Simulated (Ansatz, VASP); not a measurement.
**Al3P2 in VASP and in Ansatz**

```
Al P
1.0
     3.34266    0.00000    0.00000
     0.00000    3.34266    0.00000
     0.00000    0.00000    7.54208
Al P
3 2
Direct
  0.50000 0.50000 0.00000
  0.00000 0.00000 0.20967
  0.00000 0.00000 0.79033
  0.00000 0.50000 0.50000
  0.50000 0.00000 0.50000
```

Alike in both runs: functional PBE; k mesh 4 × 4 × 4; occupations gaussian, width 0.1 eV; no spin polarisation.

Ansatz relaxed the structure, and its values are those at the end. VASP's run is a single point on that final structure, the one shown.

```csv
,VASP,Ansatz
version,VASP 6.6.1,Ansatz 0.2.0
potentials or method,"VASP PAW PBE potentials, release 64 (Al, P), cutoff 520 eV","scalar-relativistic, plane waves, PAW"
valence electrons in the cell,19,19
```

```csv
,VASP,Ansatz,Ansatz less VASP
gap on the k mesh at the Fermi level (eV),none,none,-
pressure (GPa),0.0,0.1,+0.12
rms of the force components (eV/Å),0.015,0.012,-0.0023
```

A gap of «none» marks a metal or a gap that the smearing closes. The functional is the same, so the differences come from potentials, cutoffs and numerics.

The k mesh is coarse, so the values compare programs but aren't converged.
